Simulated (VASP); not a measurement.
Zr3S2: single point with LDA

The system is Zr3S2.

```
Zr S
1.0
     2.84322    1.64153    3.41540
    -2.84322    1.64153    3.41540
     0.00000   -3.28307    3.41540
Zr S
3 2
Direct
  0.83902 0.50000 0.16098
  0.50000 0.16098 0.83902
  0.16098 0.83902 0.50000
  0.66472 0.66472 0.66472
  0.33528 0.33528 0.33528
```

* Program: VASP 6.6.1
* Task: single point
* Functional: LDA
* Potentials or basis: VASP PAW LDA potentials, release 64 (Zr_sv, S)
* Cutoff: 520 eV
* k mesh: 6 × 6 × 6
* Occupations: fermi-dirac, width 0.05 eV
* Spin: no spin polarisation

```
Pressure               : 0.2 GPa
Band gap on the k mesh : zero (band 24 reaches 9.53 eV, above the bottom of band 25 at 9.30 eV)
```

Stress tensor (GPa, compression positive):
```
0.13 0.00 0.00
0.00 0.13 0.00
0.00 0.00 0.21
```

Levels at points of the mesh, in eV from the Fermi level:
```tsv
k point	band 22	band 23	band 24	band 25	band 26	band 27
(0.00, 0.00, 0.00)	-2.00	0.13	0.13	0.70	0.70	2.16
(0.50, 0.00, 0.00)	-1.18	-0.94	-0.73	-0.10	1.02	1.84
(0.50, 0.50, 0.00)	-1.31	-0.85	-0.30	-0.07	0.94	1.99
(0.50, 0.50, 0.50)	-0.39	-0.21	-0.21	0.29	0.29	1.11
```

Wall time 37 s on 1 thread of Intel(R) Xeon(R) 6975P-C (Granite Rapids), with other jobs on the host, peak memory 0.21 GiB.
